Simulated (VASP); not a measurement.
# NbSi (Pm-3m) in VASP: settings compared, part 2 of 2

VASP 6.6.1.

**3. Relaxation of cell and atoms, r2SCAN, target pressure 20 GPa, at which the enthalpy is minimised**

The input, POSCAR:

```
NbSi
1.0
    3.1564400000      0.0000000000      0.0000000000
    0.0000000000      3.1564400000      0.0000000000
    0.0000000000      0.0000000000      3.1564400000
Nb Si
1 1
Direct
    0.0000000000      0.0000000000      0.0000000000
    0.5000000000      0.5000000000      0.5000000000
```

The input, INCAR.step1:

```
PREC = Accurate
ENCUT = 550
ISMEAR = -1
SIGMA = 0.05
LREAL = F
LASPH = T
NELM = 120
GGA = PE
ALGO = Normal
EDIFF = 1E-5
LWAVE = T
LCHARG = F
GGA_COMPAT = F
IBRION = 2
ISIF = 3
EDIFFG = -0.005
NELMIN = 4
NSW = 100
```

The input, INCAR.step2:

```
PREC = Accurate
ENCUT = 550
EDIFF = 1E-7
ISMEAR = -1
SIGMA = 0.05
LREAL = F
LASPH = T
NELM = 120
ALGO = Normal
ISIF = 3
LWAVE = F
LCHARG = F
METAGGA = R2SCAN
LMIXTAU = T
IBRION = 2
NSW = 60
EDIFFG = -0.01
PSTRESS = 200.0
ISTART = 1
GGA_COMPAT = F
NELMIN = 4
```

The input, KPOINTS:

```
regular mesh
0
Gamma
  8 8 8
```

Potentials or basis: VASP PAW PBE potentials, release 64 (Nb_sv, Si).

The run is started by

```console
$ cat potpaw_PBE.64/Nb_sv/POTCAR potpaw_PBE.64/Si/POTCAR > POTCAR
$ cp INCAR.step1 INCAR
$ mpirun -np 1 vasp_std > vasp.out
$ cp INCAR.step2 INCAR
$ mpirun -np 1 vasp_std > vasp.out
```

OUTCAR:

```text
PREC = Accurate
   ENCUT = 550
   EDIFF = 1E-7
   ISMEAR = -1
   LREAL = F
   LASPH = T
   NELM = 120
   ISIF = 3
   METAGGA = R2SCAN
   IBRION = 2
   NSW = 60
   EDIFFG = -0.01
   PSTRESS = 200.0
   ISTART = 1
   NELMIN = 4

 ion  position               nearest neighbor table
   1  0.000  0.000  0.000-   2 2.73   2 2.73   2 2.73   2 2.73   2 2.73   2 2.73   2 2.73   2 2.73

   2  0.500  0.500  0.500-   1 2.73   1 2.73   1 2.73   1 2.73   1 2.73   1 2.73   1 2.73   1 2.73

  LATTYP: Found a simple cubic cell.
 ALAT       =     3.1564400000

  Lattice vectors:

 A1 = (   3.1564400000,   0.0000000000,   0.0000000000)
 A2 = (   0.0000000000,   3.1564400000,   0.0000000000)
 A3 = (   0.0000000000,   0.0000000000,   3.1564400000)

Analysis of symmetry for initial positions (statically):
=====================================================================
 Subroutine PRICEL returns:
 Original cell was already a primitive cell.

 Routine SETGRP: Setting up the symmetry group for a
 simple cubic supercell.

 Subroutine GETGRP returns: Found 48 space group operations
 (whereof 48 operations were pure point group operations)
 out of a pool of 48 trial point group operations.

The static configuration has the point symmetry O_h .

Analysis of symmetry for dynamics (positions and initial velocities):
=====================================================================
 Subroutine PRICEL returns:
 Original cell was already a primitive cell.

 Routine SETGRP: Setting up the symmetry group for a
 simple cubic supercell.

 Subroutine GETGRP returns: Found 48 space group operations
 (whereof 48 operations were pure point group operations)
 out of a pool of 48 trial point group operations.

The dynamic configuration has the point symmetry O_h .

 Subroutine INISYM returns: Found 48 space group operations
 (whereof 48 operations are pure point group operations),
 and found     1 'primitive' translations

[... 132 lines left out ...]
--------------------------------------- Ionic step        1  -------------------------------------------

 number of electron      17.0000003 magnetization

 Free energy of the ion-electron system (eV)
  ---------------------------------------------------
  ext. energy  EPLUGINS =         0.00000000
  ---------------------------------------------------
  free energy    TOTEN  =       -33.90246230 eV

  energy without entropy =      -33.88542250  energy(sigma->0) =      -33.89394240

------------------------ aborting loop because EDIFF is reached ----------------------------------------

  FORCE on cell =-STRESS in cart. coord.  units (eV):
  Direction    XX          YY          ZZ          XY          YZ          ZX
  --------------------------------------------------------------------------------------
  -------------------------------------------------------------------------------------
  Total       -0.4310128     -0.4310128     -0.4310128      0.0000000      0.0000000     -0.0000000
  in kB      -21.9587747    -21.9587747    -21.9587747      0.0000000      0.0000000     -0.0000000
  external PRESSURE =    -221.9587747 kB  Pullay stress =     200.0000000 kB
[... 139 lines left out ...]
--------------------------------------- Ionic step        5  -------------------------------------------

 number of electron      16.9999998 magnetization

 Free energy of the ion-electron system (eV)
  ---------------------------------------------------
  ext. energy  EPLUGINS =         0.00000000
  ---------------------------------------------------
  free energy    TOTEN  =       -33.74499102 eV

  energy without entropy =      -33.72756773  energy(sigma->0) =      -33.73627937

 E-fermi :  12.6680     XC(G=0): -13.6132

 val. band max:       12.6540849197   @ k =   0.2500   0.1250   0.0000
 cond. band min:      12.6703784685   @ k =   0.5000   0.3750   0.0000
 fundamental gap:      0.0162935488
 Fermi energy:        12.6680420242

 k-point     1 :       0.0000    0.0000    0.0000
  band No.  band energies     occupation
      1     -43.5328      2.00000
      2     -18.7009      2.00000
      3     -18.7009      2.00000
      4     -18.7009      2.00000
      5       0.2973      2.00000
      6       9.3217      2.00000
      7       9.3217      2.00000
      8      15.4218      0.00000
      9      15.4218      0.00000
     10      15.4218      0.00000
     11      15.6029      0.00000
     12      15.6029      0.00000
[... 331 lines left out ...]
 k-point    24 :       0.5000    0.3750    0.1250
  band No.  band energies     occupation
      1     -43.4088      2.00000
      2     -19.2709      2.00000
      3     -19.1647      2.00000
      4     -18.6726      2.00000
      5       3.9743      2.00000
      6       8.0858      2.00000
      7       8.8400      2.00000
      8      11.1971      2.00000
      9      13.3661      0.00000
     10      13.6156      0.00000
     11      16.2155      0.00000
     12      17.6302      0.00000

 [... further k-points ...]

------------------------ aborting loop because EDIFF is reached ----------------------------------------

  FORCE on cell =-STRESS in cart. coord.  units (eV):
  Direction    XX          YY          ZZ          XY          YZ          ZX
  --------------------------------------------------------------------------------------
  -------------------------------------------------------------------------------------
  Total        3.5402917      3.5402917      3.5402917      0.0000000     -0.0000000     -0.0000000
  in kB      200.4556461    200.4556461    200.4556461      0.0000000     -0.0000000     -0.0000000
  external PRESSURE =       0.4556461 kB  Pullay stress =     200.0000000 kB
[... 21 lines left out ...]
  energy  without entropy=      -33.7275677312  energy(sigma->0) =      -33.73627937

  enthalpy is  TOTEN    =       -30.2127466267 eV   P V=        3.5322443900

 reached required accuracy - stopping structural energy minimisation
```

OSZICAR.step1:

```text
N       E                     dE             d eps       ncg     rms          rms(c)
DAV:   1     0.138811403217E+03    0.13881E+03   -0.90347E+03   840   0.140E+03
DAV:   2    -0.906717877545E+01   -0.14788E+03   -0.14210E+03   976   0.467E+02
DAV:   3    -0.165599914222E+02   -0.74928E+01   -0.68789E+01  1352   0.798E+01
[... 48 lines left out ...]
       N       E                     dE             d eps       ncg     rms          rms(c)
DAV:   1    -0.160234789364E+02   -0.71441E-06   -0.62517E-06   432   0.440E-02    0.298E-03
DAV:   2    -0.160234788617E+02    0.74705E-07   -0.43442E-07   432   0.134E-02    0.106E-03
DAV:   3    -0.160234788998E+02   -0.38048E-07   -0.76717E-08   432   0.387E-03    0.661E-04
DAV:   4    -0.160234789719E+02   -0.72152E-07   -0.69036E-08   432   0.276E-03
   8 F= -.16023479E+02 E0= -.16013640E+02  d E =-.561776E-04
```

It took 2 min on 1 thread of Intel Xeon Platinum 8488C (Sapphire Rapids), shared host; peak memory 0.16 GiB.

Results:

| Property | Result |
| --- | --- |
| Free energy | -33.7450 eV |
| Relaxed volume | 14.15 Å³/atom |
| Relaxed cell | a = 3.047 Å, b = 3.047 Å, c = 3.047 Å, α = 90.00°, β = 90.00°, γ = 90.00° |
| Space group after relaxing (to 0.05 Å) | Pm-3m (No. 221) |
| Energy change on relaxing (the enthalpy is what falls) | +78.7 meV/atom |
| Ionic steps | 5 |
| Pressure after relaxing | 20.0 GPa |

Step by step:
```csv
step,energy change (eV),largest force (eV/Å),pressure (GPa),volume (Å³)
1,0.0000,0.0000,-2.20,31.45
2,2.2189,0.0000,109.18,22.54
3,0.1271,0.0000,17.79,28.55
4,0.1501,0.0000,19.52,28.36
5,0.1575,0.0000,20.05,28.30
```

Final structure:
```
Nb Si
1.0
     3.04727    0.00000    0.00000
     0.00000    3.04727    0.00000
     0.00000    0.00000    3.04727
Nb Si
1 1
Direct
  0.00000 0.00000 0.00000
  0.50000 0.50000 0.50000
```

Caveat: the cell is relaxed towards a set pressure, so the enthalpy falls and the energy may rise; the PAW data sets were made with another functional, which shifts forces and pressure a little.

**4. Relaxation of cell and atoms, r2SCAN, target pressure 30 GPa, at which the enthalpy is minimised**

POSCAR is that of step 3.

The input, INCAR.step1:

```
ALGO     = Normal         # electronic algorithm
EDIFF    = 1E-5           # SCF threshold, eV
EDIFFG   = -0.005         # ionic threshold
ENCUT    = 550            # plane-wave cutoff, eV
GGA      = PE             # functional
GGA_COMPAT= False        
IBRION   = 2              # ionic algorithm
ISIF     = 3              # what is computed and relaxed
ISMEAR   = -1             # smearing method
LASPH    = True           # aspherical terms in the spheres
LCHARG   = False          # write CHGCAR
LREAL    = False          # projectors in reciprocal space
LWAVE    = True           # write WAVECAR
NELM     = 120            # most SCF steps
NELMIN   = 4            
NSW      = 100            # ionic steps
PREC     = Accurate       # precision mode
SIGMA    = 0.05           # smearing width, eV
```

The input, INCAR.step2:

```
ALGO     = Normal         # electronic algorithm
EDIFF    = 1E-7           # SCF threshold, eV
EDIFFG   = -0.01          # ionic threshold
ENCUT    = 550            # plane-wave cutoff, eV
GGA_COMPAT= False        
IBRION   = 2              # ionic algorithm
ISIF     = 3              # what is computed and relaxed
ISMEAR   = -1             # smearing method
ISTART   = 1            
LASPH    = True           # aspherical terms in the spheres
LCHARG   = False          # write CHGCAR
LMIXTAU  = True         
LREAL    = False          # projectors in reciprocal space
LWAVE    = False          # write WAVECAR
METAGGA  = R2SCAN         # meta-GGA
NELM     = 120            # most SCF steps
NELMIN   = 4            
NSW      = 60             # ionic steps
PREC     = Accurate       # precision mode
PSTRESS  = 300.0        
SIGMA    = 0.05           # smearing width, eV
```

The input, KPOINTS:

```
k-points
0
Gamma
  8 8 8
```

The run is started by

```console
$ cat potpaw_PBE.64/Nb_sv/POTCAR potpaw_PBE.64/Si/POTCAR > POTCAR
$ cp INCAR.step1 INCAR
$ mpirun -np 1 vasp_std > vasp.out
$ cp INCAR.step2 INCAR
$ mpirun -np 1 vasp_std > vasp.out
```

Wall time 2.1 min (1 thread of Intel Xeon Platinum 8488C (Sapphire Rapids), shared host); peak memory 0.16 GiB.

Results (log left out):

* Free energy: -33.5871 eV
* Relaxed volume: 13.64 Å³/atom
* Relaxed cell: a = 3.010 Å, b = 3.010 Å, c = 3.010 Å, α = 90.00°, β = 90.00°, γ = 90.00°
* Space group after relaxing (to 0.05 Å): Pm-3m (No. 221)
* Energy change on relaxing (the enthalpy is what falls): +157.7 meV/atom
* Ionic steps: 5
* Pressure after relaxing: 30.0 GPa

Step by step:
| step | energy change (eV) | largest force (eV/Å) | pressure (GPa) | volume (Å³) |
| --- | --- | --- | --- | --- |
| 1 | 0.0000 | 0.0000 | -2.20 | 31.45 |
| 2 | 5.6213 | 0.0000 | 224.72 | 19.15 |
| 3 | 0.2209 | 0.0000 | 24.32 | 27.84 |
| 4 | 0.2859 | 0.0000 | 28.31 | 27.44 |
| 5 | 0.3153 | 0.0000 | 30.03 | 27.28 |

Final structure:
```
CELL_PARAMETERS angstrom
3.01031 0.00000 0.00000
0.00000 3.01031 0.00000
0.00000 0.00000 3.01031
ATOMIC_POSITIONS crystal
Nb 0.00000 0.00000 0.00000
Si 0.50000 0.50000 0.50000
```

Levels at points of the mesh, in eV from the Fermi level:
```
           k point  band 4  band 5  band 6  band 7  band 8  band 9  band 10  band 11  band 12
(0.00, 0.00, 0.00)  -31.27  -12.58   -3.53   -3.53    2.86    2.86     2.86     3.08     3.08
(0.50, 0.00, 0.00)  -31.19   -8.65   -7.40   -2.00   -1.30   -1.30     3.51     5.21     5.35
(0.50, 0.50, 0.00)  -31.12   -9.18   -3.31   -3.31   -2.67    0.30     0.30     5.30     5.65
(0.50, 0.50, 0.50)  -31.79   -6.32   -6.32   -6.32   -3.56    4.61     4.61     4.61     5.49
```

Caveat: the cell is relaxed towards a set pressure, so the enthalpy falls and the energy may rise; the PAW data sets were made with another functional, which shifts forces and pressure a little.

**5. Relaxation of cell and atoms, PBEsol-based global hybrid**

POSCAR is that of step 4.

The input, INCAR.step1:

```
SYSTEM = NbSi
  PREC = Accurate
  ENCUT = 600
  EDIFF = 1E-5
  ISMEAR = -1
  SIGMA = 0.05
  LREAL = .FALSE.
  LASPH = .TRUE.
  NELM = 60
  ALGO = Normal
  LWAVE = .TRUE.
  LCHARG = .FALSE.
  GGA = PE
  NBANDS = 16
```

The input, INCAR.step2:

```
SYSTEM = NbSi
  PREC = Accurate
  ENCUT = 600
  EDIFF = 1E-6
  ISMEAR = -1
  SIGMA = 0.05
  LREAL = .FALSE.
  LASPH = .TRUE.
  NELM = 60
  ALGO = Normal
  ISIF = 3
  LWAVE = .FALSE.
  LCHARG = .FALSE.
  GGA = PS
  LHFCALC = .TRUE.
  AEXX = 0.25
  PRECFOCK = Normal
  IBRION = 2
  NSW = 60
  EDIFFG = -0.01
  ISTART = 1
```

The input, KPOINTS:

```
regular mesh
0
G
  4 4 4
  0 0 0
```

The run is started by

```console
$ cat potpaw_PBE.64/Nb_sv/POTCAR potpaw_PBE.64/Si/POTCAR > POTCAR
$ cp INCAR.step1 INCAR
$ mpirun -np 1 vasp_std > vasp.out
$ cp INCAR.step2 INCAR
$ mpirun -np 1 vasp_std > vasp.out
```

Wall time 21 min (1 thread of Intel Xeon Platinum 8259CL at 2.50GHz (Skylake/Cascade Lake), shared host); peak memory 0.17 GiB.

The run converged. Its results:

```
Free energy                            : -20.6660 eV
Relaxed volume                         : 15.31 Å³/atom
Relaxed cell                           : a = 3.128 Å, b = 3.128 Å, c = 3.128 Å, α = 90.00°, β = 90.00°, γ = 90.00°
Space group after relaxing (to 0.05 Å) : Pm-3m (No. 221)
Energy gained by relaxing              : 6.8 meV/atom
Ionic steps                            : 3
Pressure after relaxing                : 0.0 GPa
```

The path:
```tsv
step	energy change (eV)	largest force (eV/Å)	pressure (GPa)	volume (Å³)
1	0.0000	0.0000	-5.06	31.45
2	0.0268	0.0000	9.84	29.24
3	-0.0136	0.0000	-0.04	30.62
```

Final structure:
```cif
data_structure
_symmetry_space_group_name_H-M 'P 1'
_symmetry_Int_Tables_number 1
_cell_length_a 3.1284
_cell_length_b 3.1284
_cell_length_c 3.1284
_cell_angle_alpha 90.000
_cell_angle_beta 90.000
_cell_angle_gamma 90.000
_cell_volume 30.62
loop_
_atom_site_label
_atom_site_type_symbol
_atom_site_fract_x
_atom_site_fract_y
_atom_site_fract_z
_atom_site_occupancy
Nb1 Nb 0.00000 0.00000 0.00000 1
Si1 Si 0.50000 0.50000 0.50000 1
```

Levels at points of the mesh, in eV from the Fermi level:
| k point | band 5 | band 6 | band 7 | band 8 | band 9 | band 10 | band 11 | band 12 |
| --- | --- | --- | --- | --- | --- | --- | --- | --- |
| (0.00, 0.00, 0.00) | -13.18 | -3.72 | -3.72 | 3.16 | 3.16 | 3.17 | 3.17 | 3.17 |
| (0.50, 0.00, 0.00) | -9.57 | -7.85 | -2.45 | -1.72 | -1.72 | 3.88 | 5.40 | 6.20 |
| (0.50, 0.50, 0.00) | -9.68 | -3.87 | -3.87 | -3.16 | 0.96 | 0.96 | 5.34 | 5.95 |
| (0.50, 0.50, 0.50) | -6.40 | -6.40 | -6.40 | -4.72 | 4.65 | 4.65 | 4.65 | 5.43 |

Caveat: the k points lie up to 0.50 Å⁻¹ apart in the final cell; the PAW data sets were made with another functional, which shifts forces and pressure a little.

**6. Overview**

| level | cell | k mesh | cutoff (eV) | grid for exact exchange (PRECFOCK) | share of exact exchange | gap on the mesh (eV) | pressure (GPa) |
| --- | --- | --- | --- | --- | --- | --- | --- |
| r2SCAN | relaxed to 10 GPa | 8 × 8 × 8 | 550 | - | - | none | 10.0 |
| r2SCAN | relaxed to 20 GPa | 8 × 8 × 8 | 550 | - | - | none | 20.0 |
| r2SCAN | relaxed to 30 GPa | 8 × 8 × 8 | 550 | - | - | none | 30.0 |
| PBEsol-based global hybrid | relaxed | 4 × 4 × 4 | 600 | Normal | 0.25 | none | 0.0 |

Alike in all rows: task relaxation of cell and atoms; potentials or basis VASP PAW PBE potentials, release 64 (Nb_sv, Si); no spin polarisation; smearing fermi-dirac 0.05 eV.

Caveats: some runs use coarse meshes; the PAW data sets were made with another functional, which shifts forces and pressure a little; the cell is relaxed towards a set pressure, so the enthalpy falls and the energy may rise (some runs).

Total energies depend on the potentials used, so only differences within one code and one set of settings carry meaning.
